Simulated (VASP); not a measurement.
# Nb3C (Pm-3m) in VASP: notebook

Nb3C is run at these levels: PBE; tasks: single point, relaxation of cell and atoms.

All numbers are computed with VASP 6.6.1; they aren't measurements. Logs are shortened: lines on timing, memory, paths and dates and some standing lists are left out, and cuts for length are marked.

### 1 The cell of the first run

It takes space group Pm-3m (No. 221, cubic). The conventional cell has a = 3.884 Å, b = 3.884 Å, c = 3.884 Å, α = 90.00°, β = 90.00°, γ = 90.00°. Nb (site symmetry 4/mmm) has 8 Nb at 2.75 Å and 4 C at 2.75 Å within 3.6 Å. Within 3.6 Å of C (site symmetry m-3m) lie 12 Nb at 2.75 Å.

### 2 Single point, PBE

File INCAR:

```
SYSTEM = Nb3C
  ALGO = Normal
  EDIFF = 1E-6
  ENCUT = 520
  GGA = PE
  ISIF = 2
  ISMEAR = 0
  LASPH = .True.
  LCHARG = .True.
  LELF = .True.
  LREAL = .False.
  LVHAR = .True.
  LWAVE = .False.
  NBANDS = 30
  NELM = 80
  PREC = Accurate
  SIGMA = 0.1
```

File KPOINTS:

```
k-points
0
Gamma
  4 4 4
  0 0 0
```

File POSCAR:

```
Nb3C
1.0
    3.8842926253      0.0000000000      0.0000000000
    0.0000000000      3.8842926253      0.0000000000
    0.0000000000      0.0000000000      3.8842926253
Nb C
3 1
Direct
    0.5000000000      0.5000000000      0.0000000000
    0.5000000000      0.0000000000      0.5000000000
    0.0000000000      0.5000000000      0.5000000000
    0.0000000000      0.0000000000      0.0000000000
```

Potentials or basis: VASP PAW PBE potentials, release 64 (Nb_sv, C).

Started as:

```
> cat potpaw_PBE.64/Nb_sv/POTCAR potpaw_PBE.64/C/POTCAR > POTCAR
> mpirun -np 1 vasp_std > vasp.out
```

OUTCAR:

```text
SYSTEM = Nb3C
   EDIFF = 1E-6
   ENCUT = 520
   GGA = PE
   ISIF = 2
   ISMEAR = 0
   LASPH = .True.
   LREAL = .False.
   NELM = 80
   PREC = Accurate

 ion  position               nearest neighbor table
   1  0.500  0.500  0.000-   2 2.75   3 2.75   2 2.75   3 2.75   2 2.75   2 2.75   3 2.75   3 2.75

   2  0.500  0.000  0.500-   1 2.75   3 2.75   1 2.75   1 2.75   3 2.75   1 2.75   3 2.75   3 2.75

   3  0.000  0.500  0.500-   1 2.75   2 2.75   1 2.75   2 2.75   1 2.75   2 2.75   1 2.75   2 2.75

   4  0.000  0.000  0.000-

  LATTYP: Found a simple cubic cell.
 ALAT       =     3.8842926253

  Lattice vectors:

 A1 = (   3.8842926253,   0.0000000000,   0.0000000000)
 A2 = (   0.0000000000,   3.8842926253,   0.0000000000)
 A3 = (   0.0000000000,   0.0000000000,   3.8842926253)

Analysis of symmetry for initial positions (statically):
=====================================================================
 Subroutine PRICEL returns:
 Original cell was already a primitive cell.

 Routine SETGRP: Setting up the symmetry group for a
 simple cubic supercell.

 Subroutine GETGRP returns: Found 48 space group operations
 (whereof 48 operations were pure point group operations)
 out of a pool of 48 trial point group operations.

The static configuration has the point symmetry O_h .

Analysis of symmetry for dynamics (positions and initial velocities):
=====================================================================
 Subroutine PRICEL returns:
 Original cell was already a primitive cell.

 Routine SETGRP: Setting up the symmetry group for a
 simple cubic supercell.

 Subroutine GETGRP returns: Found 48 space group operations
 (whereof 48 operations were pure point group operations)
 out of a pool of 48 trial point group operations.

The dynamic configuration has the point symmetry O_h .

 Subroutine INISYM returns: Found 48 space group operations
 (whereof 48 operations are pure point group operations),
 and found     1 'primitive' translations

----------------------------------------------------------------------------------------

                                     Primitive cell

  volume of cell :      58.6052

  direct lattice vectors                    reciprocal lattice vectors
     3.884292625  0.000000000  0.000000000     0.257447133  0.000000000  0.000000000
[... 74 lines left out ...]
   NELM   =     80;   NELMIN=  2; NELMDL= -5     # of ELM steps
   EDIFF  = 0.1E-05   stopping-criterion for ELM
   LREAL  =      F    real-space projection
   EDIFFG = 0.1E-04   stopping-criterion for IOM
   NSW    =      0    number of steps for IOM
   IBRION =     -1    ionic relax: 0-MD 1-quasi-New 2-CG
   NFREE  =      0    steps in history (QN), initial steepest desc. (CG)
   ISIF   =      2    stress and relaxation
   ISYM   =      2    0-nonsym 1-usesym 2-fastsym
   POTIM  = 0.5000    time-step for ionic-motion
   TEBEG  =    0.0;   TEEND  =   0.0 temperature during run
   PSTRESS=    0.0 pullay stress
   NELECT =      43.0000    total number of electrons
   NUPDOWN=      -1.0000    fix difference up-down
   EMIN   =  10.00;   EMAX   =-10.00  energy-range for DOS
   EFERMI =   0.00;   METHOD = LEGACY
   ISMEAR =     0;   SIGMA  =   0.10  broadening in eV -4-tet -1-fermi 0-gaus
   EFERMI_NEDOS =   21; number of points for ismear=-14 and -15
   IALGO  =     38    algorithm
   IMIX   =      4    mixing-type and parameters
     AMIX     =   0.40;   BMIX     =  1.00
     AMIX_MAG =   1.60;   BMIX_MAG =  1.00
  volume/ion in A,a.u.               =      14.65        98.87
  Fermi-wavevector in a.u.,A,eV,Ry     =   1.476564  2.790302 29.663997  2.180242
  Thomas-Fermi vector in A             =   2.591076
   LORBIT       =      0    0 simple, 1 ext, 2 COOP (PROOUT), +10 PAW based schemes
   GGA     = PE    functional components
   LHFCALC =     F    Hartree Fock is set to
   AEXX    =    0.0000 exact exchange contribution
   IVDW    =     0    specifies the selected vdW correction
   LEPSILON=     F    determine dielectric tensor
   LRPA    =     F    only Hartree local field effects (RPA)
 non-spin polarized calculation
 Gauss-broadening in eV      SIGMA  =   0.10
  energy-cutoff  :      520.00
  volume of cell :       58.61
 maximum number of plane-waves:      1596
 NGX is ok and might be reduce to    30
   NGX = 15   NGY = 15   NGZ = 15

 number of electron      42.9999999 magnetization

 Free energy of the ion-electron system (eV)
  ---------------------------------------------------
  ext. energy  EPLUGINS =         0.00000000
  ---------------------------------------------------
  free energy    TOTEN  =       -36.86912082 eV

  energy without entropy =      -36.84103832  energy(sigma->0) =      -36.85507957

 E-fermi :  11.8326     XC(G=0): -12.7001

 val. band max:       11.8323188469   @ k =   0.5000   0.0000   0.0000
 cond. band min:      11.8480198848   @ k =   0.5000   0.2500   0.0000
 fundamental gap:      0.0157010379
 Fermi energy:        11.8325822005

 k-point     1 :       0.0000    0.0000    0.0000
  band No.  band energies     occupation
      1     -43.1559      2.00000
      2     -42.6588      2.00000
      3     -42.6588      2.00000
      4     -19.8412      2.00000
      5     -19.8412      2.00000
      6     -19.8412      2.00000
[... 319 lines left out ...]
     29      14.9205      0.00000
     30      17.7998      0.00000

------------------------ aborting loop because EDIFF is reached ----------------------------------------

  FORCE on cell =-STRESS in cart. coord.  units (eV):
  Direction    XX          YY          ZZ          XY          YZ          ZX
  --------------------------------------------------------------------------------------
  -------------------------------------------------------------------------------------
  Total       -0.0438565     -0.0438565     -0.0438565     -0.0000000     -0.0000000     -0.0000000
  in kB       -1.1989720     -1.1989720     -1.1989720     -0.0000000     -0.0000000     -0.0000000
  external PRESSURE =      -1.1989720 kB  Pullay stress =       0.0000000 kB

 VOLUME and BASIS-vectors are now :
 -----------------------------------------------------------------------------
  energy-cutoff  :      520.00
  volume of cell :       58.61
      direct lattice vectors                 reciprocal lattice vectors
     3.884292625  0.000000000  0.000000000     0.257447133  0.000000000  0.000000000
     0.000000000  3.884292625  0.000000000     0.000000000  0.257447133  0.000000000
     0.000000000  0.000000000  3.884292625     0.000000000  0.000000000  0.257447133

 POSITION                                       TOTAL-FORCE (eV/Angst)
 -----------------------------------------------------------------------------------
      1.94215      1.94215      0.00000         0.000000      0.000000      0.000000
      1.94215      0.00000      1.94215         0.000000      0.000000      0.000000
      0.00000      1.94215      1.94215         0.000000      0.000000      0.000000
      0.00000      0.00000      0.00000         0.000000      0.000000      0.000000
 -----------------------------------------------------------------------------------
    total drift:                                0.000000      0.000000     -0.000000

  FREE ENERGIE OF THE ION-ELECTRON SYSTEM (eV)
  ---------------------------------------------------
  free  energy   TOTEN  =       -36.8691208154 eV

  energy  without entropy=      -36.8410383179  energy(sigma->0) =      -36.85507957
```

OSZICAR:

```text
N       E                     dE             d eps       ncg     rms          rms(c)
DAV:   1     0.528977745333E+03    0.52898E+03   -0.23558E+04   600   0.150E+03
DAV:   2     0.517707484748E+01   -0.52380E+03   -0.50845E+03   704   0.609E+02
DAV:   3    -0.360984814983E+02   -0.41276E+02   -0.39622E+02  1144   0.122E+02
DAV:   4    -0.384828744719E+02   -0.23844E+01   -0.23135E+01   936   0.255E+01
DAV:   5    -0.385976118949E+02   -0.11474E+00   -0.11433E+00  1032   0.589E+00    0.140E+01
DAV:   6    -0.370095091711E+02    0.15881E+01   -0.64193E+00   920   0.155E+01    0.533E+00
DAV:   7    -0.368503817497E+02    0.15913E+00   -0.94313E-01   976   0.523E+00    0.292E+00
DAV:   8    -0.368598393250E+02   -0.94576E-02   -0.19232E-01  1016   0.309E+00    0.112E+00
DAV:   9    -0.368698123179E+02   -0.99730E-02   -0.40430E-02  1008   0.125E+00    0.458E-01
DAV:  10    -0.368692041239E+02    0.60819E-03   -0.12551E-02   896   0.636E-01    0.800E-02
DAV:  11    -0.368691128028E+02    0.91321E-04   -0.85997E-04   972   0.194E-01    0.552E-02
DAV:  12    -0.368691223288E+02   -0.95260E-05   -0.65161E-05   856   0.593E-02    0.801E-03
DAV:  13    -0.368691211187E+02    0.12101E-05   -0.10307E-05   752   0.159E-02    0.510E-03
DAV:  14    -0.368691208154E+02    0.30326E-06   -0.22495E-06   652   0.134E-02
   1 F= -.36869121E+02 E0= -.36855080E+02  d E =-.280825E-01
```

It took 16 s on 1 thread of Intel Xeon 6975P-C, shared host; peak memory 0.17 GiB.

Results:

| Quantity | Value |
| --- | --- |
| Free energy | -36.8691 eV |
| Pressure | -0.1 GPa |

Caveat: the k points lie up to 0.40 Å⁻¹ apart.

### 3 Single point, PBE

This run uses another cell than the first one, of 15.63 Å³/atom, 1.067 times its volume.

File INCAR:

```
SYSTEM = Nb3C
PREC = Accurate
ENCUT = 520
EDIFF = 1E-7
ISMEAR = 0
SIGMA = 0.1
LREAL = .FALSE.
LASPH = .TRUE.
NELM = 60
ALGO = Normal
ISIF = 2
LWAVE = .FALSE.
LCHARG = .FALSE.
GGA = PE
NBANDS = 30
```

File KPOINTS:

```
regular mesh
0
G
  4 4 4
  0 0 0
```

File POSCAR:

```
Nb3C
1.0
    3.9686306100      0.0000000000      0.0000000000
    0.0000000000      3.9686306100      0.0000000000
    0.0000000000      0.0000000000      3.9686306100
Nb C
3 1
Direct
    0.5000000000      0.5000000000      0.0000000000
    0.5000000000      0.0000000000      0.5000000000
    0.0000000000      0.5000000000      0.5000000000
    0.0000000000      0.0000000000      0.0000000000
```

Potentials or basis: VASP PAW PBE potentials, release 64 (Nb_sv, C).

Started as:

```
> cat potpaw_PBE.64/Nb_sv/POTCAR potpaw_PBE.64/C/POTCAR > POTCAR
> mpirun -np 1 vasp_std > vasp.out
```

Wall time 18 s (1 thread of Intel Xeon 6975P-C, shared host); peak memory 0.17 GiB.

Results (log left out):

* Free energy: -36.7333 eV
* Pressure: -10.7 GPa

Levels at points of the mesh, in eV from the Fermi level:
```csv
k point,band 20,band 21,band 22,band 23,band 24,band 25
"(0.00, 0.00, 0.00)",-1.28,-1.28,-1.28,0.66,1.91,1.91
"(0.50, 0.00, 0.00)",-0.02,-0.02,0.03,0.67,1.07,1.25
"(0.50, 0.50, 0.00)",-1.37,0.06,0.06,1.22,1.22,1.37
"(0.50, 0.50, 0.50)",-0.37,-0.37,-0.37,0.61,1.64,1.64
```

Caveat: the k points lie up to 0.40 Å⁻¹ apart.

### 4 Relaxation of cell and atoms, PBE

This run uses another cell than the first one, of 15.63 Å³/atom, 1.067 times its volume.

File INCAR:

```
SYSTEM = Nb3C
PREC = Accurate ; ENCUT = 600
EDIFF = 1E-7 ; ISMEAR = 0
SIGMA = 0.1 ; LREAL = .False.
LASPH = .True. ; NELM = 60
ALGO = Normal ; ISIF = 3
LWAVE = .False. ; LCHARG = .False.
GGA = PE ; IBRION = 2
NSW = 90 ; EDIFFG = -0.04
```

File KPOINTS:

```
Automatic mesh
0
Gamma
  4 4 4
  0 0 0
```

POSCAR is that of step 3.

Started as:

```
> cat potpaw_PBE.64/Nb_sv/POTCAR potpaw_PBE.64/C/POTCAR > POTCAR
> mpirun -np 1 vasp_std > vasp.out
```

Wall time 43 s (1 thread of Intel Xeon 6975P-C, shared host); peak memory 0.19 GiB.

Results (log left out):

| Property | Result |
| --- | --- |
| Free energy | -36.8723 eV |
| Relaxed volume | 14.66 Å³/atom |
| Relaxed cell | a = 3.885 Å, b = 3.885 Å, c = 3.885 Å, α = 90.00°, β = 90.00°, γ = 90.00° |
| Space group after relaxing (to 0.05 Å) | Pm-3m (No. 221) |
| Energy gained by relaxing | 34.8 meV/atom |
| Ionic steps | 3 |
| Pressure after relaxing | -0.3 GPa |

Step by step:
```tsv
step	energy change (eV)	largest force (eV/Å)	pressure (GPa)	volume (Å³)
1	0.0000	0.0000	-10.69	62.51
2	0.1533	0.0000	20.15	53.54
3	-0.1392	0.0000	-0.28	58.65
```

Final structure:
```
Nb C
1.0
     3.88519    0.00000    0.00000
     0.00000    3.88519    0.00000
     0.00000    0.00000    3.88519
Nb C
3 1
Direct
  0.50000 0.50000 0.00000
  0.50000 0.00000 0.50000
  0.00000 0.50000 0.50000
  0.00000 0.00000 0.00000
```

Levels at points of the mesh, in eV from the Fermi level:
```
           k point  band 19  band 20  band 21  band 22  band 23  band 24  band 25
(0.00, 0.00, 0.00)    -3.34    -1.39    -1.39    -1.39     1.04     1.99     1.99
(0.50, 0.00, 0.00)    -1.09    -0.02    -0.02     0.00     0.60     1.04     1.29
(0.50, 0.50, 0.00)    -1.59    -1.45     0.05     0.05     1.25     1.25     1.44
(0.50, 0.50, 0.50)    -2.43    -0.46    -0.46    -0.46     0.78     1.67     1.67
```

Caveat: the k points lie up to 0.40 Å⁻¹ apart in the final cell.

### 5 Single point, PBE

This run uses another cell than the first one, of 14.57 Å³/atom, 0.994 times its volume.

File INCAR:

```
SYSTEM = Nb3C
ALGO = Normal ; EDIFF = 1E-6
ENCUT = 520 ; GGA = PE
ISIF = 2 ; ISMEAR = 0
LASPH = .True. ; LCHARG = .False.
LREAL = .False. ; LWAVE = .False.
NBANDS = 30 ; NELM = 100
PREC = Accurate ; SIGMA = 0.1
```

File KPOINTS:

```
k-points
0
Gamma
  12 12 12
  0 0 0
```

File POSCAR:

```
Nb3C
1.0
    3.8769567409      0.0000000000      0.0000000000
    0.0000000000      3.8769567409      0.0000000000
    0.0000000000      0.0000000000      3.8769567409
Nb C
3 1
Direct
    0.5000000000      0.5000000000      0.0000000000
    0.5000000000      0.0000000000      0.5000000000
    0.0000000000      0.5000000000      0.5000000000
    0.0000000000      0.0000000000      0.0000000000
```

Started as:

```
> cat potpaw_PBE.64/Nb_sv/POTCAR potpaw_PBE.64/C/POTCAR > POTCAR
> mpirun -np 1 vasp_std > vasp.out
```

Run time: 2.1 min. Hardware: 1 thread of Intel Xeon 6975P-C, shared host; peak memory 0.25 GiB.

Results (log left out):

```yaml
Free_energy: -36.9966 eV
Pressure: -0.3 GPa
```

Levels at points of the mesh, in eV from the Fermi level:
```
           k point  band 19  band 20  band 21  band 22  band 23  band 24  band 25  band 26
(0.00, 0.00, 0.00)    -3.14    -1.19    -1.19    -1.19     1.31     2.23     2.23     2.23
(0.50, 0.00, 0.00)    -0.88     0.22     0.23     0.23     0.83     1.29     1.53     1.53
(0.50, 0.50, 0.00)    -1.33    -1.21     0.29     0.29     1.50     1.50     1.67     2.15
(0.50, 0.50, 0.50)    -2.23    -0.23    -0.23    -0.23     1.03     1.91     1.91     1.91
```

### 6 Relaxation of cell and atoms, PBE

File INCAR:

```
  PREC = Accurate
  ENCUT = 600
  EDIFF = 1E-7
  ISMEAR = 0
  SIGMA = 0.1
  LREAL = F
  LASPH = T
  NELM = 60
  ALGO = Normal
  ISIF = 3
  LWAVE = F
  LCHARG = F
  GGA = PE
  IBRION = 2
  NSW = 100
  EDIFFG = -0.01
```

File KPOINTS:

```
regular mesh
0
Gamma
  12 12 12
```

File POSCAR:

```
Nb3C
1.0
    3.8842926253      0.0000000000      0.0000000000
    0.0000000000      3.8842926253      0.0000000000
    0.0000000000      0.0000000000      3.8842926253
Nb C
3 1
Direct
    0.5000000000      0.5000000000      0.0000000000
    0.5000000000      0.0000000000      0.5000000000
    0.0000000000      0.5000000000      0.5000000000
    0.0000000000      0.0000000000      0.0000000000
```

Potentials or basis: VASP PAW PBE potentials, release 64 (Nb_sv, C).

Started as:

```
> cat potpaw_PBE.64/Nb_sv/POTCAR potpaw_PBE.64/C/POTCAR > POTCAR
> mpirun -np 1 vasp_std > vasp.out
```

Wall time 4.5 min (1 thread of Intel Xeon 6975P-C, shared host); peak memory 0.27 GiB.

Results (log left out):

| Property | Result |
| --- | --- |
| Free energy | -36.9973 eV |
| Relaxed volume | 14.55 Å³/atom |
| Relaxed cell | a = 3.875 Å, b = 3.875 Å, c = 3.875 Å, α = 90.00°, β = 90.00°, γ = 90.00° |
| Space group after relaxing (to 0.05 Å) | Pm-3m (No. 221) |
| Energy gained by relaxing | 0.4 meV/atom |
| Ionic steps | 3 |
| Pressure after relaxing | 0.0 GPa |

The path:
| step | energy change (eV) | largest force (eV/Å) | pressure (GPa) | volume (Å³) |
| --- | --- | --- | --- | --- |
| 1 | 0.0000 | 0.0000 | -1.33 | 58.61 |
| 2 | 0.0021 | 0.0000 | 2.03 | 57.58 |
| 3 | -0.0017 | 0.0000 | 0.00 | 58.19 |

Final structure:
```cif
data_structure
_symmetry_space_group_name_H-M 'P 1'
_symmetry_Int_Tables_number 1
_cell_length_a 3.8750
_cell_length_b 3.8750
_cell_length_c 3.8750
_cell_angle_alpha 90.000
_cell_angle_beta 90.000
_cell_angle_gamma 90.000
_cell_volume 58.19
loop_
_atom_site_label
_atom_site_type_symbol
_atom_site_fract_x
_atom_site_fract_y
_atom_site_fract_z
_atom_site_occupancy
Nb1 Nb 0.50000 0.50000 0.00000 1
Nb2 Nb 0.50000 0.00000 0.50000 1
Nb3 Nb 0.00000 0.50000 0.50000 1
C1 C 0.00000 0.00000 0.00000 1
```

Levels at points of the mesh, in eV from the Fermi level:
```
           k point  band 18  band 19  band 20  band 21  band 22  band 23  band 24  band 25
(0.00, 0.00, 0.00)    -3.15    -3.15    -1.19    -1.19    -1.19     1.32     2.23     2.23
(0.50, 0.00, 0.00)    -2.67    -0.89     0.22     0.23     0.23     0.83     1.29     1.53
(0.50, 0.50, 0.00)    -1.75    -1.33    -1.21     0.29     0.29     1.50     1.50     1.67
(0.50, 0.50, 0.50)    -2.23    -2.23    -0.23    -0.23    -0.23     1.03     1.91     1.91
```

### 7 The runs side by side

```tsv
task	cell	k mesh	cutoff (eV)	gap on the mesh (eV)	pressure (GPa)	relaxed volume (Å³/atom)
single point	a = 3.884 Å, 4 atoms	4 × 4 × 4	520	none	-0.1	-
single point	a = 3.969 Å, 4 atoms	4 × 4 × 4	520	none	-10.7	-
relaxation of cell and atoms	relaxed from a = 3.969 Å, 4 atoms	4 × 4 × 4	600	none	-0.3	14.66
single point	a = 3.877 Å, 4 atoms	12 × 12 × 12	520	none	-0.3	-
relaxation of cell and atoms	relaxed from a = 3.884 Å, 4 atoms	12 × 12 × 12	600	none	0.0	14.55
```

Alike in all rows: level PBE; potentials or basis VASP PAW PBE potentials, release 64 (Nb_sv, C); no spin polarisation; smearing gaussian 0.1 eV.

Caveats: some runs use coarse meshes.

Absolute energies hang on the potentials; compare differences alone.
